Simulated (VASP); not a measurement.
Write the native input for VASP 6.6.1 that does the following.

```yaml
Task: single point
Functional: PBE
Potentials_or_basis: VASP PAW PBE potentials, release 64 (Al, N)
Cutoff: 520 eV
k_mesh: 8 × 8 × 2
Occupations: gaussian, width 0.05 eV
Spin: no spin polarisation
Dipole_correction: no
Further_INCAR_settings: ALGO = Normal; EDIFF = 1e-06; NBANDS = 36
```

The structure of AlN lies in POSCAR:

```
AlN
1.0
    2.1839935596     -2.1839935596      0.0000000000
    2.1839935596      0.0000000000     -2.1839935596
    8.6493716980      8.6493716980      8.6493716980
Al N
6 6
Direct
    0.6666666667      0.6666666667      0.0630921193
    0.0000000000      0.0000000000      0.9047692706
    0.3333333333      0.3333333333      0.2314275495
    0.6666666667      0.6666666667      0.5680984101
    0.0000000000      0.0000000000      0.3997629798
    0.3333333333      0.3333333333      0.7364338404
    0.6666666667      0.6666666667      0.4418468374
    1.0000000000      1.0000000000      0.2735114071
    0.3333333333      0.3333333333      0.6101822677
    0.6666666667      0.6666666667      0.9468531282
    0.0000000000      0.0000000000      0.7785176979
    0.3333333333      0.3333333333      0.1051759768
```

One way to write it, as run:

INCAR

```
SYSTEM = AlN
PREC = Accurate ; ENCUT = 520
EDIFF = 1E-6 ; ISMEAR = 0
SIGMA = 0.05 ; LREAL = .FALSE.
LASPH = .TRUE. ; NELM = 60
ALGO = Normal ; ISIF = 2
LWAVE = .FALSE. ; LCHARG = .FALSE.
GGA = PE ; NBANDS = 36
```

KPOINTS

```
regular mesh
0
G
  8 8 2
  0 0 0
```

Potentials or basis: VASP PAW PBE potentials, release 64 (Al, N).

Command:

```bash
$ cat potpaw_PBE.64/Al/POTCAR potpaw_PBE.64/N/POTCAR > POTCAR
$ mpirun -np 1 vasp_std > vasp.out
```

It gave:

* Pressure: 7.3 GPa
* Largest force: 3.061 eV/Å
* Band gap on the k mesh: 3.14 eV

Caveat: forces of over 1 eV/Å act on the atoms, so gaps and moduli don't describe the material at rest.

It took 2.9 min on 1 thread of AMD EPYC 7R13 (shared host), peak memory 0.23 GiB.
